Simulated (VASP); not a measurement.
# Ti4B (P-43m) in VASP: further runs

Ti4B is run at these levels: PBE; tasks: single point.

All numbers are computed with VASP 6.6.1; they aren't measurements. Logs are shortened: lines on timing, memory, paths and dates and some standing lists are left out, and cuts for length are marked.

**1. The cell of the first run**

Symmetry: P-43m, No. 215, cubic system. The conventional cell has a = 4.135 Å, b = 4.135 Å, c = 4.135 Å, α = 90.00°, β = 90.00°, γ = 90.00°. Within 2.4 Å of Ti (site symmetry 3m) lie 1 B at 1.79 Å. Within 2.4 Å of B (site symmetry -43m) lie 4 Ti at 1.79 Å.

The cell was generated, and may not be a known phase.

**2. Single point, PBE**

The input, INCAR:

```
SYSTEM = Ti4B
PREC = Accurate ; ENCUT = 520
EDIFF = 1E-6 ; ISMEAR = 0
SIGMA = 0.1 ; LREAL = .False.
LASPH = .True. ; NELM = 100
ALGO = Normal ; ISIF = 2
LWAVE = .False. ; LCHARG = .False.
GGA = PE ; NBANDS = 34
```

The input, KPOINTS:

```
regular mesh
0
Gamma
  4 4 4
  0 0 0
```

The input, POSCAR:

```
Ti4B
1.0
    4.1352203200      0.0000000000      0.0000000000
    0.0000000000      4.1352203200      0.0000000000
    0.0000000000      0.0000000000      4.1352203200
Ti B
4 1
Direct
    0.2500000000      0.2500000000      0.2500000000
    0.7500000000      0.7500000000      0.2500000000
    0.2500000000      0.7500000000      0.7500000000
    0.7500000000      0.2500000000      0.7500000000
    0.0000000000      0.0000000000      0.0000000000
```

Potentials or basis: VASP PAW PBE potentials, release 64 (Ti_sv, B).

Launch:

```
$ cat potpaw_PBE.64/Ti_sv/POTCAR potpaw_PBE.64/B/POTCAR > POTCAR
$ mpirun -np 1 vasp_std > vasp.out
```

OUTCAR:

```text
SYSTEM = Ti4B
   PREC = Accurate
   ENCUT = 520
   EDIFF = 1E-6
   ISMEAR = 0
   LREAL = .False.
   LASPH = .True.
   NELM = 100
   ISIF = 2
   GGA = PE

 ion  position               nearest neighbor table
   1  0.250  0.250  0.250-   5 1.79
   2  0.750  0.750  0.250-   5 1.79
   3  0.250  0.750  0.750-   5 1.79
   4  0.750  0.250  0.750-   5 1.79
   5  0.000  0.000  0.000-   1 1.79   2 1.79   3 1.79   4 1.79

  LATTYP: Found a simple cubic cell.
 ALAT       =     4.1352203200

  Lattice vectors:

 A1 = (   4.1352203200,   0.0000000000,   0.0000000000)
 A2 = (   0.0000000000,   4.1352203200,   0.0000000000)
 A3 = (   0.0000000000,   0.0000000000,   4.1352203200)

Analysis of symmetry for initial positions (statically):
=====================================================================
 Subroutine PRICEL returns:
 Original cell was already a primitive cell.

 Routine SETGRP: Setting up the symmetry group for a
 simple cubic supercell.

 Subroutine GETGRP returns: Found 24 space group operations
 (whereof 24 operations were pure point group operations)
 out of a pool of 48 trial point group operations.

The static configuration has the point symmetry T_d .

Analysis of symmetry for dynamics (positions and initial velocities):
=====================================================================
 Subroutine PRICEL returns:
 Original cell was already a primitive cell.

 Routine SETGRP: Setting up the symmetry group for a
 simple cubic supercell.

 Subroutine GETGRP returns: Found 24 space group operations
 (whereof 24 operations were pure point group operations)
 out of a pool of 48 trial point group operations.

The dynamic configuration has the point symmetry T_d .

 Subroutine INISYM returns: Found 24 space group operations
 (whereof 24 operations are pure point group operations),
 and found     1 'primitive' translations

----------------------------------------------------------------------------------------

                                     Primitive cell

  volume of cell :      70.7125

  direct lattice vectors                    reciprocal lattice vectors
     4.135220320  0.000000000  0.000000000     0.241825084  0.000000000  0.000000000
     0.000000000  4.135220320  0.000000000     0.000000000  0.241825084  0.000000000
     0.000000000  0.000000000  4.135220320     0.000000000  0.000000000  0.241825084

  length of vectors
     4.135220320  4.135220320  4.135220320     0.241825084  0.241825084  0.241825084

  position of ions in fractional coordinates (direct lattice)
     0.250000000  0.250000000  0.250000000
     0.750000000  0.750000000  0.250000000
     0.250000000  0.750000000  0.750000000
     0.750000000  0.250000000  0.750000000
     0.000000000  0.000000000  0.000000000

  ion indices of the primitive-cell ions
   primitive index   ion index
                 1           1
                 2           2
                 3           3
                 4           4
                 5           5

----------------------------------------------------------------------------------------

 KPOINTS: regular mesh

Automatic generation of k-mesh.
 Grid dimensions read from file:
 generate k-points for:    4    4    4

 Generating k-lattice:

  Cartesian coordinates                     Fractional coordinates (reciprocal lattice)
     0.060456271  0.000000000  0.000000000     0.250000000  0.000000000  0.000000000
     0.000000000  0.060456271  0.000000000     0.000000000  0.250000000  0.000000000
     0.000000000  0.000000000  0.060456271     0.000000000  0.000000000  0.250000000

  Length of vectors
     0.060456271  0.060456271  0.060456271

  Shift w.r.t. Gamma in fractional coordinates (k-lattice)
     0.000000000  0.000000000  0.000000000

 Subroutine IBZKPT returns following result:
 ===========================================

 Found     10 irreducible k-points:

 Following reciprocal coordinates:
            Coordinates               Weight
  0.000000  0.000000  0.000000      1.000000
  0.250000  0.000000  0.000000      6.000000
  0.500000  0.000000  0.000000      3.000000
  0.250000  0.250000  0.000000     12.000000
  0.500000  0.250000  0.000000     12.000000
  0.500000  0.500000  0.000000      3.000000
  0.250000  0.250000  0.250000      8.000000
  0.500000  0.250000  0.250000     12.000000
  0.500000  0.500000  0.250000      6.000000
  0.500000  0.500000  0.500000      1.000000
   k-points           NKPTS =     10   k-points in BZ     NKDIM =     10   number of bands    NBANDS=     34
   number of dos      NEDOS =    301   number of ions     NIONS =      5
   total plane-waves  NPLWV =  32768
   dimension x,y,z NGX =    32 NGY =   32 NGZ =   32
   dimension x,y,z NGXF=    64 NGYF=   64 NGZF=   64
   ions per type =               4   1
   NGX,Y,Z   is equivalent  to a cutoff of  12.86, 12.86, 12.86 a.u.
   NGXF,Y,Z  is equivalent  to a cutoff of  25.73, 25.73, 25.73 a.u.
 SYSTEM =  Ti4B
   PREC   = accura    normal or accurate (medium, high low for compatibility)
   ISTART =      0    job   : 0-new  1-cont  2-samecut
   ICHARG =      2    charge: 1-file 2-atom 10-const
   ISPIN  =      1    spin polarized calculation?
   LNONCOLLINEAR =      F non collinear calculations
   LSORBIT =      F    spin-orbit coupling
   LASPH  =      T    aspherical Exc in radial PAW
   ENCUT  =  520.0 eV  38.22 Ry    6.18 a.u.   7.69  7.69  7.69*2*pi/ulx,y,z
   NELM   =    100;   NELMIN=  2; NELMDL= -5     # of ELM steps
   EDIFF  = 0.1E-05   stopping-criterion for ELM
   LREAL  =      F    real-space projection
   EDIFFG = 0.1E-04   stopping-criterion for IOM
   NSW    =      0    number of steps for IOM
   IBRION =     -1    ionic relax: 0-MD 1-quasi-New 2-CG
   NFREE  =      0    steps in history (QN), initial steepest desc. (CG)
   ISIF   =      2    stress and relaxation
   ISYM   =      2    0-nonsym 1-usesym 2-fastsym
   POTIM  = 0.5000    time-step for ionic-motion
   TEBEG  =    0.0;   TEEND  =   0.0 temperature during run
   PSTRESS=    0.0 pullay stress
   NELECT =      51.0000    total number of electrons
   NUPDOWN=      -1.0000    fix difference up-down
   EMIN   =  10.00;   EMAX   =-10.00  energy-range for DOS
   EFERMI =   0.00;   METHOD = LEGACY
   ISMEAR =     0;   SIGMA  =   0.10  broadening in eV -4-tet -1-fermi 0-gaus
   EFERMI_NEDOS =   21; number of points for ismear=-14 and -15
   IALGO  =     38    algorithm
   IMIX   =      4    mixing-type and parameters
     AMIX     =   0.40;   BMIX     =  1.00
     AMIX_MAG =   1.60;   BMIX_MAG =  1.00
  volume/ion in A,a.u.               =      14.14        95.44
  Fermi-wavevector in a.u.,A,eV,Ry     =   1.468136  2.774374 29.326308  2.155423
  Thomas-Fermi vector in A             =   2.583670
   LORBIT       =      0    0 simple, 1 ext, 2 COOP (PROOUT), +10 PAW based schemes
   GGA     = PE    functional components
   LHFCALC =     F    Hartree Fock is set to
   AEXX    =    0.0000 exact exchange contribution
   IVDW    =     0    specifies the selected vdW correction
   LEPSILON=     F    determine dielectric tensor
   LRPA    =     F    only Hartree local field effects (RPA)
 non-spin polarized calculation
 Gauss-broadening in eV      SIGMA  =   0.10
  energy-cutoff  :      520.00
  volume of cell :       70.71
 maximum number of plane-waves:      1935
 NGX is ok and might be reduce to    32
   NGX = 15   NGY = 15   NGZ = 15

 number of electron      51.0000002 magnetization

 Free energy of the ion-electron system (eV)
  ---------------------------------------------------
  ext. energy  EPLUGINS =         0.00000000
  ---------------------------------------------------
  free energy    TOTEN  =       -33.12189759 eV

  energy without entropy =      -33.07119445  energy(sigma->0) =      -33.09654602

 E-fermi :   8.7584     XC(G=0): -11.7839

 val. band max:        8.7309255711   @ k =   0.5000   0.2500   0.0000
 cond. band min:       8.7759305380   @ k =   0.5000   0.5000   0.2500
 fundamental gap:      0.0450049669
 Fermi energy:         8.7584353192

 k-point     1 :       0.0000    0.0000    0.0000
  band No.  band energies     occupation
      1     -47.6574      2.00000
      2     -47.4978      2.00000
      3     -47.4978      2.00000
      4     -47.4978      2.00000
      5     -24.3320      2.00000
      6     -24.1716      2.00000
[... 26 lines left out ...]
     33      12.0647      0.00000
     34      12.0647      0.00000

 k-point     2 :       0.2500    0.0000    0.0000
  band No.  band energies     occupation
      1     -47.6342      2.00000
      2     -47.5211      2.00000
      3     -47.4976      2.00000
      4     -47.4976      2.00000
      5     -24.2630      2.00000
      6     -24.1166      2.00000
[... 26 lines left out ...]
     33      11.4419      0.00000
     34      11.8372      0.00000

 k-point     3 :       0.5000    0.0000    0.0000
  band No.  band energies     occupation
      1     -47.5821      2.00000
      2     -47.5735      2.00000
      3     -47.4973      2.00000
      4     -47.4973      2.00000
      5     -24.1291      2.00000
      6     -24.0733      2.00000
[... 26 lines left out ...]
     33      10.9495      0.00000
     34      10.9495      0.00000
[... 186 lines left out ...]
 k-point     9 :       0.5000    0.5000    0.2500
  band No.  band energies     occupation
      1     -47.5420      2.00000
      2     -47.5357      2.00000
      3     -47.5357      2.00000
      4     -47.5348      2.00000
      5     -24.2995      2.00000
      6     -24.1856      2.00000
[... 26 lines left out ...]
     33      11.4475      0.00000
     34      11.4475      0.00000

 k-point    10 :       0.5000    0.5000    0.5000
  band No.  band energies     occupation
      1     -47.5408      2.00000
      2     -47.5355      2.00000
      3     -47.5355      2.00000
      4     -47.5355      2.00000
      5     -24.3784      2.00000
      6     -24.2492      2.00000
[... 26 lines left out ...]
     33      11.9984      0.00000
     34      11.9984      0.00000

------------------------ aborting loop because EDIFF is reached ----------------------------------------

  FORCE on cell =-STRESS in cart. coord.  units (eV):
  Direction    XX          YY          ZZ          XY          YZ          ZX
  --------------------------------------------------------------------------------------
  -------------------------------------------------------------------------------------
  Total       15.8672582     15.8672582     15.8672582      0.0000000      0.0000000      0.0000000
  in kB      359.5145822    359.5145822    359.5145822      0.0000000      0.0000000      0.0000000
  external PRESSURE =     359.5145822 kB  Pullay stress =       0.0000000 kB

 VOLUME and BASIS-vectors are now :
 -----------------------------------------------------------------------------
  energy-cutoff  :      520.00
  volume of cell :       70.71
      direct lattice vectors                 reciprocal lattice vectors
     4.135220320  0.000000000  0.000000000     0.241825084  0.000000000  0.000000000
     0.000000000  4.135220320  0.000000000     0.000000000  0.241825084  0.000000000
     0.000000000  0.000000000  4.135220320     0.000000000  0.000000000  0.241825084

 POSITION                                       TOTAL-FORCE (eV/Angst)
 -----------------------------------------------------------------------------------
      1.03381      1.03381      1.03381         3.042680      3.042680      3.042680
      3.10142      3.10142      1.03381        -3.042680     -3.042680      3.042680
      1.03381      3.10142      3.10142         3.042680     -3.042680     -3.042680
      3.10142      1.03381      3.10142        -3.042680      3.042680     -3.042680
      0.00000      0.00000      0.00000         0.000000     -0.000000      0.000000
 -----------------------------------------------------------------------------------
    total drift:                                0.000000      0.000000      0.000000

  FREE ENERGIE OF THE ION-ELECTRON SYSTEM (eV)
  ---------------------------------------------------
  free  energy   TOTEN  =       -33.1218975890 eV

  energy  without entropy=      -33.0711944531  energy(sigma->0) =      -33.09654602
```

It took 47 s on 1 thread of Intel Xeon 8259CL, shared host; peak memory 0.17 GiB.

Results:

| Property | Result |
| --- | --- |
| Free energy | -33.1219 eV |
| Pressure | 36.0 GPa |
| Band gap on the k mesh | zero (an odd number of electrons rules out a gap without spin polarisation) |

Levels at points of the mesh, in eV from the Fermi level:
```tsv
k point	band 21	band 22	band 23	band 24	band 25	band 26	band 27	band 28	band 29	band 30
(0.00, 0.00, 0.00)	-3.31	-1.73	-1.73	-0.21	-0.21	-0.21	1.15	2.43	2.43	2.69
(0.50, 0.00, 0.00)	-2.06	-1.46	-0.54	-0.53	-0.42	-0.30	0.11	0.11	0.94	1.04
(0.50, 0.50, 0.00)	-2.06	-1.08	-1.08	-0.96	-0.31	-0.11	-0.10	-0.10	1.01	1.01
(0.50, 0.50, 0.50)	-1.50	-1.50	-1.50	-0.37	0.60	0.60	0.61	0.61	0.61	0.89
```

Caveat: the k points lie up to 0.38 Å⁻¹ apart, too coarse for converged energies and pressures of a metal.

(Part 1 of 2 ends here.)

The gap in the log of VASP goes by the Fermi energy; the results here count the filled bands.